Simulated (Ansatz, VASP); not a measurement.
## WSe2: VASP beside Ansatz

```
CELL_PARAMETERS angstrom
1.64330 0.94876 6.49727
-1.64330 0.94876 6.49727
0.00000 -1.89752 6.49727
ATOMIC_POSITIONS crystal
W 0.00000 0.00000 0.00000
Se 0.24626 0.24626 0.24626
Se 0.75374 0.75374 0.75374
```

Alike in both runs: task single point; functional PBE; k mesh 6 × 6 × 6; occupations methfessel-paxton of order 1, width 0.5 eV; no spin polarisation.

|  | VASP | Ansatz |
| --- | --- | --- |
| version | VASP 6.6.1 | Ansatz 0.2.0 |
| potentials or method | VASP PAW PBE potentials, release 64 (W_sv, Se) | plane waves |
| plane-wave cutoff (eV) | 520 | 420 |
| valence electrons in the cell | 26 | 46 |

Ansatz gave:

- pressure (GPa): 3.1
- traceless stress, the component that is largest in VASP (GPa): 1.51
- rms of the force components (eV/Å): 0.131

Problem. Estimate VASP's values.

Solution. Pressure (GPa): 3.4; traceless stress, the component that is largest in VASP (GPa): 1.56; rms of the force components (eV/Å): 0.150.

Atom by atom the forces differ by 0.019 eV/Å (rms over components). VASP's potentials hold 26 valence electrons a cell and Ansatz's 46, so a difference there can come from the potentials and not from the codes.

The k mesh is coarse, so the values compare programs but aren't converged. Spin-orbit coupling is off throughout.
